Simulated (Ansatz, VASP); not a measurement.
LiH: VASP beside Ansatz

File POSCAR:

```
LiH
1.0
   -0.0507565516      2.0247467028      2.0247467028
    2.0247467028     -0.0507565516      2.0247467028
    2.0247467028      2.0247467028     -0.0507565516
Li H
1 1
Direct
    0.0000000000      0.0000000000      0.0000000000
    0.5000000000      0.5000000000      0.5000000000
```

File INCAR.step1:

```
SYSTEM = LiH
PREC = Accurate ; ENCUT = 520
EDIFF = 1E-5 ; ISMEAR = 0
SIGMA = 0.01 ; LREAL = .FALSE.
LASPH = .TRUE. ; NELM = 60
ALGO = Normal ; ISIF = 2
LWAVE = .TRUE. ; LCHARG = .FALSE.
GGA = PE ; NBANDS = 9
```

INCAR.step2

```
SYSTEM = LiH
PREC = Accurate ; ENCUT = 520
EDIFF = 1E-6 ; ISMEAR = 0
SIGMA = 0.01 ; LREAL = .FALSE.
LASPH = .TRUE. ; NELM = 60
ALGO = Normal ; ISIF = 2
LWAVE = .FALSE. ; LCHARG = .FALSE.
GGA = PE ; LHFCALC = .TRUE.
HFSCREEN = 0.2079 ; PRECFOCK = Normal
ISTART = 1 ; NBANDS = 9
```

The input KPOINTS:

```
Automatic mesh
0
G
  8 8 8
  0 0 0
```

Input for Ansatz:

```yaml
crystal:
  lattice:
    - [-0.0507565516, 2.0247467028, 2.0247467028]
    - [2.0247467028, -0.0507565516, 2.0247467028]
    - [2.0247467028, 2.0247467028, -0.0507565516]
  atoms:
    - { symbol: Li, position: [0.0, 0.0, 0.0] }
    - { symbol: H, position: [0.5, 0.5, 0.5] }
kpoints:
  mp_grid: { grid: [8, 8, 8] }
  band_path:
    path:
      - [0.0, 0.0, 0.0]
      - [0.5, 0.0, 0.5]
      - [0.625, 0.25, 0.625]
      - [0.375, 0.375, 0.75]
      - [0.5, 0.5, 0.5]
      - [0.5, 0.25, 0.75]
    npoints: 1
hamiltonian:
  xc: hse06
scf:
  occupations: { method: fixed }
  n_extra_bands: 4
output:
  forces: true
  stress: true
  eigenvalues: true
```

Change from the starting cell: epitaxial_111 strain +3.6%.

Alike in both runs: task single point; functional HSE06; k mesh 8 × 8 × 8; no spin polarisation.

|  | VASP | Ansatz |
| --- | --- | --- |
| version | VASP 6.6.1 | Ansatz 0.2.0 |
| potentials or method | VASP PAW PBE potentials, release 64 (Li_sv, H) | plane waves, PAW |
| plane-wave cutoff (eV) | 520 | 420 |
| occupations | gaussian, width 0.01 eV | fixed |
| valence electrons in the cell | 4 | 4 |

|  | VASP | Ansatz | Ansatz less VASP |
| --- | --- | --- | --- |
| gap on the k mesh at the Fermi level (eV) | 4.00 | 4.01 | +0.003 |

Ansatz's warnings: stress exchange threshold loose, stress scf threshold loose.

Noted on VASP's run: the cutoff is under 1.25 times that of the potentials, so the pressure is a little rough.
